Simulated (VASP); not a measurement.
The system is Sn3H.

```
CELL_PARAMETERS angstrom
6.21570 0.00000 0.00000
-3.10785 5.38295 0.00000
0.00000 0.00000 5.04366
ATOMIC_POSITIONS crystal
Sn 0.16807 0.33615 0.25000
Sn 0.16807 0.83193 0.25000
Sn 0.66385 0.83193 0.25000
Sn 0.83193 0.66385 0.75000
Sn 0.83193 0.16807 0.75000
Sn 0.33615 0.16807 0.75000
H 0.33333 0.66667 0.75000
H 0.66667 0.33333 0.25000
```

The cell was built from a structure type or drawn by symmetry, and may not be a known phase.

```yaml
Program: VASP 6.6.1
Task: relaxation of cell and atoms
Functional: PBE
Potentials_or_basis: VASP PAW PBE potentials, release 64 (Sn_d, H)
Cutoff: 600 eV
k_mesh: 3 × 3 × 4
Occupations: gaussian, width 0.1 eV
Spin: no spin polarisation
```

At the start: pressure 4.6 GPa; volume 21.09 Å³/atom.

Problem. Where does the relaxation end?

Solution. Over 7 steps the energy falls by 37.2 meV/atom and the volume is 22.75 Å³/atom (+7.9 %); space group P6_3/mmc (No. 194, to 0.1 Å) before and after.

The path:
| step | energy change (eV) | largest force (eV/Å) | pressure (GPa) | volume (Å³) |
| --- | --- | --- | --- | --- |
| 1 | 0.0000 | 0.2732 | 4.63 | 168.75 |
| 2 | -0.2866 | 0.1496 | -0.55 | 183.95 |
| 3 | -0.2886 | 0.1205 | -0.22 | 182.57 |
| 4 | -0.2885 | 0.1282 | -0.27 | 182.85 |
| 5 | -0.2959 | 0.0796 | -0.06 | 182.21 |
| 6 | -0.2972 | 0.0473 | 0.06 | 181.81 |
| 7 | -0.2979 | 0.0109 | 0.02 | 182.03 |

Final structure:
```xyz
8
Lattice="6.2637 0.0000 0.0000 -3.1319 5.4245 0.0000 0.0000 0.0000 5.3572" Properties=species:S:1:pos:R:3 pbc="T T T"
Sn    0.0000    1.8235    1.3393
Sn   -1.5526    4.5128    1.3393
Sn    1.5526    4.5128    1.3393
Sn    3.1319    3.6010    4.0179
Sn    4.6845    0.9118    4.0179
Sn    1.5792    0.9118    4.0179
H     0.0000    3.6164    4.0179
H     3.1319    1.8082    1.3393
```

Caveat: the k points lie up to 0.39 Å⁻¹ apart in the final cell, too coarse for converged energies and pressures of a metal.
